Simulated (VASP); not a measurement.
Here is a VASP 6.6.1 calculation.

File INCAR:

```
SYSTEM = SnO
PREC     = Accurate       ! precision mode
ENCUT    = 520            ! plane-wave cutoff, eV
EDIFF    = 1E-6           ! SCF threshold, eV
ISMEAR   = 0              ! smearing method
SIGMA    = 0.05           ! smearing width, eV
LREAL    = .False.        ! projectors in reciprocal space
LASPH    = .True.         ! aspherical terms in the spheres
NELM     = 80             ! most SCF steps
ALGO     = Normal         ! electronic algorithm
ISIF     = 2              ! what is computed and relaxed
LWAVE    = .False.        ! write WAVECAR
LCHARG   = .False.        ! write CHGCAR
GGA      = PE             ! functional
NBANDS   = 50             ! bands
```

KPOINTS

```
Automatic mesh
0
Gamma
  8 8 4
  0 0 0
```

The input POSCAR:

```
SnO
1.0
    2.7369120000     -2.7377960000      0.0000000000
    2.7369120000      2.7377960000      0.0000000000
    0.0000000000      0.0000000000     10.2219600000
Sn O
4 4
Direct
    0.7365470000      0.2634530000      0.8638580000
    0.2634530000      0.7365470000      0.1361420000
    0.7634530000      0.2365470000      0.3638580000
    0.2365470000      0.7634530000      0.6361420000
    0.2619440000      0.2380560000      0.2500000000
    0.7380560000      0.7619440000      0.7500000000
    0.2380560000      0.2619440000      0.7500000000
    0.7619440000      0.7380560000      0.2500000000
```

Potentials or basis: VASP PAW PBE potentials, release 64 (Sn_d, O).

The run is started by

```console
$ cat potpaw_PBE.64/Sn_d/POTCAR potpaw_PBE.64/O/POTCAR > POTCAR
$ mpirun -np 1 vasp_std > vasp.out
```

(1) Predict the largest force.

(2) Predict the pressure.

(3) What does it give for the band gap on the k mesh?

Answers

(1) 0.050 eV/Å.

(2) -0.2 GPa.

(3) 0.54 eV.

Caveat: spin-orbit coupling is left out, which moves the levels of the heavy elements.
